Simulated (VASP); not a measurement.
**La: single point with PBE**

Crystal: La.

```
CELL_PARAMETERS angstrom
3.38780 0.00000 0.00000
-1.69390 2.93392 0.00000
0.00000 0.00000 3.34551
ATOMIC_POSITIONS crystal
La 0.00000 0.00000 0.00000
```

| Quantity | Value |
| --- | --- |
| Program | VASP 6.6.1 |
| Task | single point |
| Functional | PBE |
| Potentials or basis | VASP PAW PBE potentials, release 64 (La) |
| Cutoff | 520 eV |
| k mesh | 12 × 12 × 11 |
| Occupations | fermi-dirac, width 0.08 eV |
| Spin | no spin polarisation |
| Dipole correction | no |
| Further INCAR settings | ALGO = Normal; EDIFF = 1e-06; NBANDS = 12 |

The pressure is 3.1 GPa.

Levels at points of the mesh, in eV from the Fermi level:
```tsv
k point	band 4	band 5	band 6	band 7	band 8	band 9
(0.00, 0.00, 0.00)	-15.28	-2.76	-1.12	1.40	1.83	1.83
(0.50, 0.00, 0.00)	-15.31	-1.90	0.22	1.48	2.08	2.26
```

Run time: 48 s on 1 thread of Intel(R) Xeon(R) Platinum 8375C CPU @ 2.90GHz (Ice Lake), with other jobs on the host, peak memory 0.2 GiB.

Caveat: spin-orbit coupling is left out, which moves the levels of the heavy elements.
